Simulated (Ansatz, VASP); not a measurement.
# Nb in VASP and in Ansatz

INCAR

```
PREC = Accurate ; ENCUT = 520
EDIFF = 1E-6 ; ISMEAR = -1
SIGMA = 0.05 ; LREAL = False
LASPH = True ; NELM = 100
ALGO = Normal ; ISIF = 2
LWAVE = False ; LCHARG = False
GGA = RE ; NBANDS = 12
```

KPOINTS

```
regular mesh
0
Gamma
  11 11 11
```

The input POSCAR:

```
Nb
1.0
    0.0000000000      2.1150000000      2.1150000000
    2.1150000000      0.0000000000      2.1150000000
    2.1150000000      2.1150000000      0.0000000000
Nb
1
Direct
    0.0000000000      0.0000000000      0.0000000000
```

input.yaml

```yaml
crystal:
  lattice:
    - [0.0, 2.115, 2.115]
    - [2.115, 0.0, 2.115]
    - [2.115, 2.115, 0.0]
  atoms:
    - { symbol: Nb, position: [0.0, 0.0, 0.0] }
hamiltonian:
  xc: revpbe
  pseudopotentials: { kind: paw }
kpoints:
  mp_grid: { grid: [11, 11, 11] }
  band_path:
    path:
      - [[0.0, 0.0, 0.0], [0.5, 0.0, 0.5], [0.5, 0.25, 0.75], [0.375, 0.375, 0.75], [0.0, 0.0, 0.0], [0.5, 0.5, 0.5], [0.625, 0.25, 0.625], [0.5, 0.25, 0.75], [0.5, 0.5, 0.5], [0.375, 0.375, 0.75]]
      - [[0.625, 0.25, 0.625], [0.5, 0.0, 0.5]]
    npoints: 14
scf:
  occupations: { method: fermi_dirac, width: 0.05 }
  n_extra_bands: 6
output:
  forces: true
  stress: true
  eigenvalues: true
  fatbands: false
```

Alike in both runs: functional revPBE; k mesh 11 × 11 × 11; occupations fermi-dirac, width 0.05 eV; no spin polarisation.

|  | VASP | Ansatz |
| --- | --- | --- |
| version | VASP 6.6.1 | Ansatz 0.2.0 |
| potentials or method | VASP PAW PBE potentials, release 64 (Nb_sv) | Ansatz PAW |
| plane-wave cutoff (eV) | 520 | 420 |
| valence electrons in the cell | 13 | 13 |
| task | single point | band structure |

```tsv
	VASP	Ansatz	Ansatz less VASP
gap on the k mesh at the Fermi level (eV)	none	none	-
pressure (GPa)	-0.2	0.1	+0.31
```

VASP's potentials were made for PBE, not for revPBE. A gap of «none» marks a metal or a gap that the smearing closes. The functional is the same, so the differences come from potentials, cutoffs and numerics.
